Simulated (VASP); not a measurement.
Set up this calculation in VASP 6.6.1, as the native input.

```yaml
Task: single point
Functional: LDA
Potentials_or_basis: VASP PAW LDA potentials, release 64 (Sr_sv, Te)
Cutoff: 500 eV
k_mesh: 6 × 6 × 6
Occupations: fermi-dirac, width 0.02 eV
Spin: no spin polarisation
Dipole_correction: no
Further_INCAR_settings: ALGO = Normal; EDIFF = 1e-06; NBANDS = 15
```

The structure of SrTe lies in POSCAR:

```
SrTe
1.0
    0.0000000000      3.2638525179      3.2638525179
    3.2638525179      0.0000000000      3.2638525179
    3.2638525179      3.2638525179      0.0000000000
Sr Te
1 1
Direct
    0.0000000000      0.0000000000      0.0000000000
    0.5000000000      0.5000000000      0.5000000000
```

These files were run (other wordings do the same):

INCAR

```
SYSTEM = SrTe
  PREC = Accurate
  ENCUT = 500
  EDIFF = 1E-6
  ISMEAR = -1
  SIGMA = 0.02
  LREAL = .False.
  LASPH = .True.
  NELM = 120
  ALGO = Normal
  ISIF = 2
  LWAVE = .False.
  LCHARG = .False.
  GGA = CA
  NBANDS = 15
  GGA_COMPAT = .False.
```

KPOINTS

```
Automatic mesh
0
Gamma
  6 6 6
  0 0 0
```

Potentials or basis: VASP PAW LDA potentials, release 64 (Sr_sv, Te).

Launch:

```sh
$ cat potpaw_LDA.64/Sr_sv/POTCAR potpaw_LDA.64/Te/POTCAR > POTCAR
$ mpirun -np 1 vasp_std > vasp.out
```

Results of the run:

```
Pressure               : 0.2 GPa
Band gap on the k mesh : 1.40 eV, indirect (least direct gap 2.19 eV)
```

Caveat: spin-orbit coupling is left out, which moves the levels of the heavy elements.

Run time: 16 s on 1 thread of Intel Xeon 6975P-C, on a shared host, peak memory 0.18 GiB.
